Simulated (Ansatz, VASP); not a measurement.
# GaN: VASP beside Ansatz

```
Ga N
1.0
     0.03289    2.14141    2.14141
     2.14141    0.03289    2.14141
     2.14141    2.14141    0.03289
Ga N
1 1
Direct
  0.00000 0.00000 0.00000
  0.50000 0.50000 0.50000
```

Change from the starting cell: shear_111 strain +2.3%.

Alike in both runs: task single point; functional PBE; k mesh 10 × 10 × 10; occupations fermi-dirac, width 0.02 eV; no spin polarisation.

|  | VASP | Ansatz |
| --- | --- | --- |
| version | VASP 6.6.1 | Ansatz 0.2.0 |
| potentials or method | VASP PAW PBE potentials, release 64 (Ga_d, N) | plane waves, PAW |
| plane-wave cutoff (eV) | 520 | 420 |
| valence electrons in the cell | 18 | 18 |

|  | VASP | Ansatz | Ansatz less VASP |
| --- | --- | --- | --- |
| pressure (GPa) | 3.6 | 2.8 | -0.79 |
| traceless stress, the component that is largest in VASP (GPa) | -3.30 | -3.30 | -0.004 |

With one functional, cell and mesh, what is left measures potentials, basis and numerics.
